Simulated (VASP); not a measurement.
# MgS (P6/mmm) in VASP: further runs

The runs below take MgS through single point, relaxation of cell and atoms, with PBE.

All numbers are computed with VASP 6.6.1; they aren't measurements. Logs are shortened: lines on timing, memory, paths and dates and some standing lists are left out, and cuts for length are marked.

**1. The cell of the first run**

It takes space group P6/mmm (No. 191, hexagonal). The conventional cell has a = 3.131 Å, b = 3.131 Å, c = 4.565 Å, α = 90.00°, β = 90.00°, γ = 120.00°. Within 3.0 Å of Mg (site symmetry 6/mmm) lie 2 S at 2.28 Å. Within 3.0 Å of S (site symmetry 6/mmm) lie 2 Mg at 2.28 Å.

**2. Single point, PBE**

Input file INCAR:

```
SYSTEM = MgS
PREC = Accurate
ENCUT = 520
EDIFF = 1E-6
ISMEAR = 0
SIGMA = 0.1
LREAL = .False.
LASPH = .True.
NELM = 60
ALGO = Normal
ISIF = 2
LWAVE = .False.
LCHARG = .False.
GGA = PE
NBANDS = 11
```

Input file KPOINTS:

```
regular mesh
0
Gamma
  6 6 4
  0 0 0
```

Input file POSCAR:

```
MgS
1.0
    3.1306318400      0.0000000000      0.0000000000
   -1.5653159200      2.7112067000      0.0000000000
    0.0000000000      0.0000000000      4.5648429200
Mg S
1 1
Direct
    0.0000000000      0.0000000000      0.0000000000
    0.0000000000      0.0000000000      0.5000000000
```

Potentials or basis: VASP PAW PBE potentials, release 64 (Mg, S).

Launch:

```console
cat potpaw_PBE.64/Mg/POTCAR potpaw_PBE.64/S/POTCAR > POTCAR
mpirun -np 1 vasp_std > vasp.out
```

OUTCAR:

```text
SYSTEM = MgS
   PREC = Accurate
   ENCUT = 520
   EDIFF = 1E-6
   ISMEAR = 0
   LREAL = .False.
   LASPH = .True.
   NELM = 60
   ISIF = 2
   GGA = PE

 ion  position               nearest neighbor table
   1  0.000  0.000  0.000-   2 2.28   2 2.28
   2  0.000  0.000  0.500-   1 2.28   1 2.28

  LATTYP: Found a hexagonal cell.
 ALAT       =     3.1306318400
 C/A-ratio  =     1.4581219234

  Lattice vectors:

 A1 = (   3.1306318400,   0.0000000000,   0.0000000000)
 A2 = (  -1.5653159200,   2.7112067000,   0.0000000000)
 A3 = (   0.0000000000,   0.0000000000,   4.5648429200)

Analysis of symmetry for initial positions (statically):
=====================================================================
 Subroutine PRICEL returns:
 Original cell was already a primitive cell.

 Routine SETGRP: Setting up the symmetry group for a
 hexagonal supercell.

 Subroutine GETGRP returns: Found 24 space group operations
 (whereof 24 operations were pure point group operations)
 out of a pool of 24 trial point group operations.

The static configuration has the point symmetry D_6h.

Analysis of symmetry for dynamics (positions and initial velocities):
=====================================================================
 Subroutine PRICEL returns:
 Original cell was already a primitive cell.

 Routine SETGRP: Setting up the symmetry group for a
 hexagonal supercell.

 Subroutine GETGRP returns: Found 24 space group operations
 (whereof 24 operations were pure point group operations)
 out of a pool of 24 trial point group operations.

The dynamic configuration has the point symmetry D_6h.

 Subroutine INISYM returns: Found 24 space group operations
 (whereof 24 operations are pure point group operations),
 and found     1 'primitive' translations

----------------------------------------------------------------------------------------

                                     Primitive cell

  volume of cell :      38.7454

  direct lattice vectors                    reciprocal lattice vectors
     3.130631840  0.000000000  0.000000000     0.319424337  0.184419727  0.000000000
    -1.565315920  2.711206700  0.000000000     0.000000000  0.368839454  0.000000000
     0.000000000  0.000000000  4.564842920     0.000000000  0.000000000  0.219065588

  length of vectors
     3.130631840  3.130631837  4.564842920     0.368839454  0.368839454  0.219065588

  position of ions in fractional coordinates (direct lattice)
     0.000000000  0.000000000  0.000000000
     0.000000000  0.000000000  0.500000000

  ion indices of the primitive-cell ions
   primitive index   ion index
                 1           1
                 2           2

----------------------------------------------------------------------------------------

 KPOINTS: regular mesh

Automatic generation of k-mesh.
 Grid dimensions read from file:
 generate k-points for:    6    6    4

 Generating k-lattice:

  Cartesian coordinates                     Fractional coordinates (reciprocal lattice)
     0.053237390  0.030736621  0.000000000     0.166666667  0.000000000  0.000000000
     0.000000000  0.061473242  0.000000000     0.000000000  0.166666667  0.000000000
     0.000000000  0.000000000  0.054766397     0.000000000  0.000000000  0.250000000

  Length of vectors
     0.061473242  0.061473242  0.054766397

  Shift w.r.t. Gamma in fractional coordinates (k-lattice)
     0.000000000  0.000000000  0.000000000

 Subroutine IBZKPT returns following result:
 ===========================================

 Found     21 irreducible k-points:

 Following reciprocal coordinates:
            Coordinates               Weight
  0.000000  0.000000  0.000000      1.000000
  0.166667 -0.000000  0.000000      6.000000
  0.333333 -0.000000  0.000000      6.000000
  0.500000 -0.000000  0.000000      3.000000
  0.166667  0.166667  0.000000      6.000000
  0.333333  0.166667  0.000000     12.000000
[... 13 lines left out ...]
  0.333333  0.166667  0.500000     12.000000
  0.333333  0.333333  0.500000      2.000000
   k-points           NKPTS =     21   k-points in BZ     NKDIM =     21   number of bands    NBANDS=     11
   number of dos      NEDOS =    301   number of ions     NIONS =      2
   total plane-waves  NPLWV =  20736
   dimension x,y,z NGX =    24 NGY =   24 NGZ =   36
   dimension x,y,z NGXF=    48 NGYF=   48 NGZF=   72
   ions per type =               1   1
   NGX,Y,Z   is equivalent  to a cutoff of  12.74, 12.74, 13.11 a.u.
   NGXF,Y,Z  is equivalent  to a cutoff of  25.49, 25.49, 26.22 a.u.
 SYSTEM =  MgS
   PREC   = accura    normal or accurate (medium, high low for compatibility)
   ISTART =      0    job   : 0-new  1-cont  2-samecut
   ICHARG =      2    charge: 1-file 2-atom 10-const
   ISPIN  =      1    spin polarized calculation?
   LNONCOLLINEAR =      F non collinear calculations
   LSORBIT =      F    spin-orbit coupling
   LASPH  =      T    aspherical Exc in radial PAW
   ENCUT  =  520.0 eV  38.22 Ry    6.18 a.u.   5.82  5.82  8.49*2*pi/ulx,y,z
   NELM   =     60;   NELMIN=  2; NELMDL= -5     # of ELM steps
   EDIFF  = 0.1E-05   stopping-criterion for ELM
   LREAL  =      F    real-space projection
   EDIFFG = 0.1E-04   stopping-criterion for IOM
   NSW    =      0    number of steps for IOM
   IBRION =     -1    ionic relax: 0-MD 1-quasi-New 2-CG
   NFREE  =      0    steps in history (QN), initial steepest desc. (CG)
   ISIF   =      2    stress and relaxation
   ISYM   =      2    0-nonsym 1-usesym 2-fastsym
   POTIM  = 0.5000    time-step for ionic-motion
   TEBEG  =    0.0;   TEEND  =   0.0 temperature during run
   PSTRESS=    0.0 pullay stress
   NELECT =       8.0000    total number of electrons
   NUPDOWN=      -1.0000    fix difference up-down
   EMIN   =  10.00;   EMAX   =-10.00  energy-range for DOS
   EFERMI =   0.00;   METHOD = LEGACY
   ISMEAR =     0;   SIGMA  =   0.10  broadening in eV -4-tet -1-fermi 0-gaus
   EFERMI_NEDOS =   21; number of points for ismear=-14 and -15
   IALGO  =     38    algorithm
   IMIX   =      4    mixing-type and parameters
     AMIX     =   0.40;   BMIX     =  1.00
     AMIX_MAG =   1.60;   BMIX_MAG =  1.00
  volume/ion in A,a.u.               =      19.37       130.73
  Fermi-wavevector in a.u.,A,eV,Ry     =   0.967605  1.828508 12.738577  0.936259
  Thomas-Fermi vector in A             =   2.097504
   LORBIT       =      0    0 simple, 1 ext, 2 COOP (PROOUT), +10 PAW based schemes
   GGA     = PE    functional components
   LHFCALC =     F    Hartree Fock is set to
   AEXX    =    0.0000 exact exchange contribution
   IVDW    =     0    specifies the selected vdW correction
   LEPSILON=     F    determine dielectric tensor
   LRPA    =     F    only Hartree local field effects (RPA)
 non-spin polarized calculation
 Gauss-broadening in eV      SIGMA  =   0.10
  energy-cutoff  :      520.00
  volume of cell :       38.75
 maximum number of plane-waves:      1052
 NGX is ok and might be reduce to    24
   NGX = 11   NGY = 11   NGZ = 17

 number of electron       7.9999998 magnetization

 Free energy of the ion-electron system (eV)
  ---------------------------------------------------
  ext. energy  EPLUGINS =         0.00000000
  ---------------------------------------------------
  free energy    TOTEN  =        -5.06307368 eV

  energy without entropy =       -5.04827670  energy(sigma->0) =       -5.05567519

 E-fermi :   4.3083     XC(G=0):  -9.4016

 val. band max:        4.2809661261   @ k =   0.3333  -0.0000   0.0000
 cond. band min:       4.3101512528   @ k =   0.3333  -0.0000   0.2500
 fundamental gap:      0.0291851267
 Fermi energy:         4.3083471335

 k-point     1 :       0.0000    0.0000    0.0000
  band No.  band energies     occupation
      1      -9.5703      2.00000
      2      -0.5963      2.00000
      3       1.2281      2.00000
      4       5.3923      0.00000
      5       5.3923      0.00000
      6      12.3638      0.00000
      7      14.5551      0.00000
      8      14.7329      0.00000
      9      14.7329      0.00000
     10      17.0883      0.00000
     11      17.0883      0.00000

 k-point     2 :       0.1667   -0.0000    0.0000
  band No.  band energies     occupation
      1      -9.2141      2.00000
      2      -0.2533      2.00000
      3       1.5467      2.00000
      4       3.8527      2.00000
      5       4.9698      0.00000
      6      12.2317      0.00000
      7      12.4772      0.00000
      8      13.4301      0.00000
      9      15.3529      0.00000
     10      16.3718      0.00000
     11      16.9862      0.00000

 k-point     3 :       0.3333   -0.0000    0.0000
  band No.  band energies     occupation
      1      -8.3295      2.00000
      2       0.4042      2.00000
      3       0.5963      2.00000
      4       3.8327      2.00000
      5       4.2810      1.30141
      6       9.1773      0.00000
      7       9.6954      0.00000
      8      11.9558      0.00000
      9      15.1761      0.00000
     10      15.3393      0.00000
     11      17.0482      0.00000

 k-point     4 :       0.5000   -0.0000    0.0000
  band No.  band energies     occupation
      1      -7.7345      2.00000
      2      -0.7954      2.00000
      3       1.1632      2.00000
      4       3.9890      1.99999
      5       6.1057      0.00000
      6       6.2407      0.00000
      7       8.4001      0.00000
      8      11.1192      0.00000
      9      14.8944      0.00000
     10      14.9311      0.00000
     11      16.7556      0.00000
[... 197 lines left out ...]
 k-point    19 :       0.1667    0.1667    0.5000
  band No.  band energies     occupation
      1      -8.3844      2.00000
      2      -1.4340      2.00000
      3       1.8523      2.00000
      4       3.8946      2.00000
      5       5.1075      0.00000
      6       9.7530      0.00000
      7      11.2871      0.00000
      8      12.2312      0.00000
      9      14.0075      0.00000
     10      15.2649      0.00000
     11      17.5797      0.00000

 k-point    20 :       0.3333    0.1667    0.5000
  band No.  band energies     occupation
      1      -7.6042      2.00000
      2      -0.0407      2.00000
      3       0.2250      2.00000
      4       2.8225      2.00000
      5       4.2484      1.60316
      6       7.4671      0.00000
      7      12.3104      0.00000
      8      12.8968      0.00000
      9      13.5375      0.00000
     10      15.6449      0.00000
     11      16.4642      0.00000

 k-point    21 :       0.3333    0.3333    0.5000
  band No.  band energies     occupation
      1      -7.3060      2.00000
      2       0.5807      2.00000
      3       0.8975      2.00000
      4       0.8975      2.00000
      5       5.1096      0.00000
      6       5.1096      0.00000
      7      12.7240      0.00000
      8      14.0456      0.00000
      9      15.3676      0.00000
     10      15.3676      0.00000
     11      16.9749      0.00000

------------------------ aborting loop because EDIFF is reached ----------------------------------------

  FORCE on cell =-STRESS in cart. coord.  units (eV):
  Direction    XX          YY          ZZ          XY          YZ          ZX
  --------------------------------------------------------------------------------------
  -------------------------------------------------------------------------------------
  Total        2.3408364      2.3408364      3.0724549      0.0000000     -0.0000000      0.0000000
  in kB       96.7968414     96.7968411    127.0502819      0.0000000     -0.0000000      0.0000000
  external PRESSURE =     106.8813215 kB  Pullay stress =       0.0000000 kB

 VOLUME and BASIS-vectors are now :
 -----------------------------------------------------------------------------
  energy-cutoff  :      520.00
  volume of cell :       38.75
      direct lattice vectors                 reciprocal lattice vectors
     3.130631840  0.000000000  0.000000000     0.319424337  0.184419727  0.000000000
    -1.565315920  2.711206700  0.000000000     0.000000000  0.368839454  0.000000000
     0.000000000  0.000000000  4.564842920     0.000000000  0.000000000  0.219065588

 POSITION                                       TOTAL-FORCE (eV/Angst)
 -----------------------------------------------------------------------------------
      0.00000      0.00000      0.00000         0.000000      0.000000      0.000000
      0.00000      0.00000      2.28242        -0.000000      0.000000      0.000000
 -----------------------------------------------------------------------------------
    total drift:                               -0.000000      0.000000     -0.000000

  FREE ENERGIE OF THE ION-ELECTRON SYSTEM (eV)
  ---------------------------------------------------
  free  energy   TOTEN  =        -5.0630736755 eV

  energy  without entropy=       -5.0482767045  energy(sigma->0) =       -5.05567519
```

Wall time 5.4 s (1 thread of Intel Xeon 6975P-C (Granite Rapids), shared host); peak memory 0.15 GiB.

Results:

* Free energy: -5.0631 eV
* Pressure: 10.7 GPa
* Band gap on the k mesh: zero (band 4 reaches 5.40 eV, above the bottom of band 5 at 3.75 eV)

Levels at points of the mesh, in eV from the Fermi level:
| k point | band 1 | band 2 | band 3 | band 4 | band 5 | band 6 | band 7 | band 8 | band 9 |
| --- | --- | --- | --- | --- | --- | --- | --- | --- | --- |
| (0.00, 0.00, 0.00) | -13.88 | -4.90 | -3.08 | 1.08 | 1.08 | 8.06 | 10.25 | 10.42 | 10.42 |
| (0.50, 0.00, 0.00) | -12.04 | -5.10 | -3.15 | -0.32 | 1.80 | 1.93 | 4.09 | 6.81 | 10.59 |
| (0.00, 0.00, 0.50) | -13.64 | -7.11 | 1.04 | 1.10 | 1.10 | 5.51 | 8.52 | 11.50 | 11.50 |
| (0.50, 0.00, 0.50) | -11.89 | -4.68 | -4.21 | -0.75 | -0.25 | 4.25 | 7.01 | 7.99 | 9.09 |

Caveat: the k points lie up to 0.39 Å⁻¹ apart.

**3. Single point, PBE**

This run uses another cell than the first one, of 57.42 Å³/atom, 2.964 times its volume.

Input file INCAR:

```
  PREC = Accurate
  ENCUT = 520
  EDIFF = 1E-7
  ISMEAR = 0
  SIGMA = 0.1
  LREAL = F
  LASPH = T
  NELM = 60
  ALGO = Normal
  ISIF = 2
  LWAVE = F
  LCHARG = F
  GGA = PE
  NBANDS = 11
```

Input file KPOINTS:

```
regular mesh
0
Gamma
  6 6 4
```

Input file POSCAR:

```
MgS
1.0
    5.4599350302      0.0000000000      0.0000000000
   -2.7299675151      4.7284424392      0.0000000000
    0.0000000000      0.0000000000      4.4485031645
Mg S
1 1
Direct
    0.0000000000      0.0000000000      0.0000000000
    0.0000000000      0.0000000000      0.5000000000
```

Potentials or basis: VASP PAW PBE potentials, release 64 (Mg, S).

Launch:

```console
cat potpaw_PBE.64/Mg/POTCAR potpaw_PBE.64/S/POTCAR > POTCAR
mpirun -np 1 vasp_std > vasp.out
```

Run time: 25 s. Hardware: 1 thread of Intel Xeon 6975P-C (Granite Rapids), shared host; peak memory 0.25 GiB.

It converged, with:

```
Free energy            : -6.3669 eV
Pressure               : 0.1 GPa
Band gap on the k mesh : 1.96 eV, indirect (least direct gap 2.22 eV)
```

Stress tensor (GPa, compression positive):
```
 0.20  0.00  0.00
 0.00  0.20  0.00
 0.00  0.00 -0.06
```

Levels at points of the mesh, in eV from the valence-band top:
| k point | band 2 | band 3 | band 4 | band 5 | band 6 | band 7 |
| --- | --- | --- | --- | --- | --- | --- |
| (0.00, 0.00, 0.00) | -1.74 | -0.26 | -0.26 | 1.96 | 6.16 | 7.50 |
| (0.50, 0.00, 0.00) | -1.72 | -0.69 | -0.35 | 2.97 | 5.23 | 6.07 |
| (0.00, 0.00, 0.50) | -3.17 | 0.00 | 0.00 | 4.34 | 5.43 | 5.43 |
| (0.50, 0.00, 0.50) | -3.08 | -0.28 | -0.06 | 3.65 | 5.01 | 5.63 |

**4. Relaxation of cell and atoms, PBE**

Input file INCAR:

```
SYSTEM = MgS
ALGO = Normal
EDIFF = 1E-6
EDIFFG = -0.04
ENCUT = 600
GGA = PE
IBRION = 2
ISIF = 3
ISMEAR = 0
LASPH = .TRUE.
LCHARG = .FALSE.
LREAL = .FALSE.
LWAVE = .FALSE.
NELM = 60
NSW = 90
PREC = Accurate
SIGMA = 0.1
```

Input file KPOINTS:

```
k-points
0
G
  6 6 4
  0 0 0
```

Input file POSCAR:

```
MgS
1.0
    3.1306318400      0.0000000000      0.0000000000
   -1.5653159200      2.7112067000      0.0000000000
    0.0000000000      0.0000000000      4.5648429200
Mg S
1 1
Direct
    0.0000000000      0.0000000000      0.0000000000
    0.0000000000      0.0000000000      0.5000000000
```

Launch:

```console
cat potpaw_PBE.64/Mg/POTCAR potpaw_PBE.64/S/POTCAR > POTCAR
mpirun -np 1 vasp_std > vasp.out
```

Wall time 87 s (1 thread of Intel Xeon 6975P-C (Granite Rapids), shared host); peak memory 0.17 GiB.

Results (log left out):

| Item | Value |
| --- | --- |
| Free energy | -6.2994 eV |
| Relaxed volume | 49.35 Å³/atom |
| Relaxed cell | a = 5.065 Å, b = 5.065 Å, c = 4.442 Å, α = 90.00°, β = 90.00°, γ = 120.00° |
| Space group after relaxing (to 0.05 Å) | P6/mmm (No. 191) |
| Energy gained by relaxing | 618.0 meV/atom |
| Ionic steps | 23 |
| Pressure after relaxing | 0.0 GPa |
| Band gap on the k mesh | 1.62 eV, indirect (least direct gap 1.86 eV) |

The path:
```tsv
step	energy change (eV)	largest force (eV/Å)	pressure (GPa)	volume (Å³)
1	0.0000	0.0000	10.71	38.75
2	-0.1892	0.0000	-0.52	46.46
3	-0.1928	0.0000	0.71	45.27
4	-0.3173	0.0000	0.85	47.50
5	-0.4492	0.0000	1.54	49.94
6	-0.7691	0.0000	4.07	54.68
7	-0.2219	0.0000	16.55	63.39
8	-0.8372	0.0000	6.49	57.24
9	-0.8330	0.0000	7.06	57.72
10	-0.8542	0.0000	6.92	58.79
11	-0.9064	0.0000	6.64	62.03
12	-0.9607	0.0000	6.43	68.74
13	-1.0598	0.0000	4.47	71.78
14	-1.1819	0.0000	0.56	80.36
15	-1.1850	0.0000	0.01	81.96
16	-1.1851	0.0000	-0.07	82.24
17	-1.1907	0.0000	-0.09	83.23
18	-1.2055	0.0000	-0.16	86.23
19	-1.2257	0.0000	-0.26	92.40
20	-1.2299	0.0000	-0.47	105.38
21	-1.2340	0.0000	-0.37	99.69
22	-1.2343	0.0000	0.37	97.81
23	-1.2360	0.0000	0.01	98.71
```

Final structure:
```yaml
crystal:
  lattice:
    - [5.06542, 0.00000, 0.00000]
    - [-2.53271, 4.38678, 0.00000]
    - [0.00000, 0.00000, 4.44200]
  atoms:
    - { symbol: Mg, position: [0.00000, 0.00000, 0.00000] }
    - { symbol: S, position: [0.00000, 0.00000, 0.50000] }
```

Levels at points of the mesh, in eV from the valence-band top:
```csv
k point,band 1,band 2,band 3,band 4,band 5,band 6,band 7,band 8
"(0.00, 0.00, 0.00)",-10.65,-1.87,-0.24,-0.24,1.62,6.34,7.75,7.75
"(0.50, 0.00, 0.00)",-10.61,-1.82,-0.92,-0.38,2.93,5.17,6.14,7.50
"(0.00, 0.00, 0.50)",-10.42,-3.35,0.00,0.00,4.05,5.71,5.71,5.79
"(0.50, 0.00, 0.50)",-10.39,-3.19,-0.47,-0.10,3.27,5.13,5.57,7.39
```

Caveat: the volume moved by over 15 % at a fixed basis, so the end points are rough. A k mesh can miss the band edges.

(Part 1 of 2 ends here.)
